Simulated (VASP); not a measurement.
Write the native input for VASP 6.6.1 that does the following.

```yaml
Task: single point
Functional: LDA
Potentials_or_basis: VASP PAW LDA potentials, release 64 (Li_sv, Mg)
Cutoff: 520 eV
k_mesh: 6 × 6 × 6
Occupations: fermi-dirac, width 0.1 eV
Spin: no spin polarisation
Dipole_correction: no
Further_INCAR_settings: ALGO = Normal; EDIFF = 1e-06; NBANDS = 12
```

The structure of LiMg3 lies in POSCAR:

```
LiMg3
1.0
    4.9266750000      0.0000000000      0.0000000000
    2.4633375000      4.2666257062      0.0000000000
    2.4633375000      1.4222085687      4.0226132928
Li Mg
1 3
Direct
    0.5000000000      0.5000000000      0.5000000000
    0.0000000000      0.0000000000      0.0000000000
    0.2500000000      0.2500000000      0.2500000000
    0.7500000000      0.7500000000      0.7500000000
```

One way to write it, as run:

INCAR

```
ALGO     = Normal         # electronic algorithm
EDIFF    = 1E-6           # SCF threshold, eV
ENCUT    = 520            # plane-wave cutoff, eV
GGA      = CA             # functional
ISIF     = 2              # what is computed and relaxed
ISMEAR   = -1             # smearing method
LASPH    = T              # aspherical terms in the spheres
LCHARG   = F              # write CHGCAR
LREAL    = F              # projectors in reciprocal space
LWAVE    = F              # write WAVECAR
NBANDS   = 12             # bands
NELM     = 80             # most SCF steps
PREC     = Accurate       # precision mode
SIGMA    = 0.1            # smearing width, eV
```

KPOINTS

```
k-points
0
Gamma
  6 6 6
```

Potentials or basis: VASP PAW LDA potentials, release 64 (Li_sv, Mg).

Launch:

```sh
$ cat potpaw_LDA.64/Li_sv/POTCAR potpaw_LDA.64/Mg/POTCAR > POTCAR
$ mpirun -np 1 vasp_std > vasp.out
```

Wall time 13 s on 1 thread of AMD EPYC 7R13 Processor (Zen 3) (shared host), peak memory 0.16 GiB.
